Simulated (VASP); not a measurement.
A run of VASP 6.6.1 is set up as follows.

The input INCAR:

```
SYSTEM = Al
PREC = Accurate ; ENCUT = 520
EDIFF = 1E-6 ; ISMEAR = 0
SIGMA = 0.15 ; LREAL = .FALSE.
LASPH = .TRUE. ; NELM = 60
ALGO = Normal ; ISIF = 2
LWAVE = .FALSE. ; LCHARG = .FALSE.
NBANDS = 8
```

The input KPOINTS:

```
Automatic mesh
0
G
  22 22 22
  0 0 0
```

Contents of POSCAR:

```
Al
1.0
   -1.4529720876      1.4529720876      1.8181039732
    1.4529720876     -1.4529720876      1.8181039732
    1.4529720876      1.4529720876     -1.8181039732
Al
1
Direct
    0.0000000000      0.0000000000      0.0000000000
```

Potentials or basis: VASP PAW LDA potentials, release 64 (Al).

Run with:

```console
$ cat potpaw_LDA.64/Al/POTCAR > POTCAR
$ mpirun -np 1 vasp_std > vasp.out
```

Predict the band gap on the k mesh.

zero (an odd number of electrons rules out a gap without spin polarisation).

Estimate the pressure.

3.6 GPa.

Stress tensor (GPa, compression positive):
```
1.26 0.00 0.00
0.00 1.26 0.00
0.00 0.00 8.24
```

Caveat: the stress differs along the axes, from 1 to 8 GPa.
